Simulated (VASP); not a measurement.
AlN, 2 atoms in the cell. The structure is monoclinic, space group Cm (No. 8). Conventional cell: a = 5.393 Å, b = 3.114 Å, c = 3.114 Å, α = 90.00°, β = 125.26°, γ = 90.00°. Within 2.4 Å of Al (site symmetry m) lie 4 N at 1.79 to 2.02 Å. N (site symmetry m) has 4 Al at 1.79 to 2.02 Å within 2.4 Å.  This cell differs from its parent crystal: atom 1 (Al) moved by (-0.100, -0.100) A along x and z.

```yaml
Program: VASP 6.6.1
Task: single point
Functional: PBE
Potentials_or_basis: VASP PAW PBE potentials, release 64 (Al, N)
Cutoff: 520 eV
k_mesh: 10 × 10 × 10
Occupations: gaussian, width 0.05 eV
Spin: no spin polarisation
Dipole_correction: no
Further_INCAR_settings: ALGO = Normal; EDIFF = 1e-07; NBANDS = 11
```

Potentials or basis: VASP PAW PBE potentials, release 64 (Al, N).

Command:

```bash
$ cat potpaw_PBE.64/Al/POTCAR potpaw_PBE.64/N/POTCAR > POTCAR
$ mpirun -np 1 vasp_std > vasp.out
```

Hardware: 1 thread of AMD EPYC 7R43 64-Core Processor (Zen 3) (shared host).

Q: Estimate the wall time of this run.

A: Run time: 62 s on 1 thread of AMD EPYC 7R43 64-Core Processor (Zen 3), on a shared host, peak memory 0.14 GiB. Counts: scf iterations 13, k points 282.
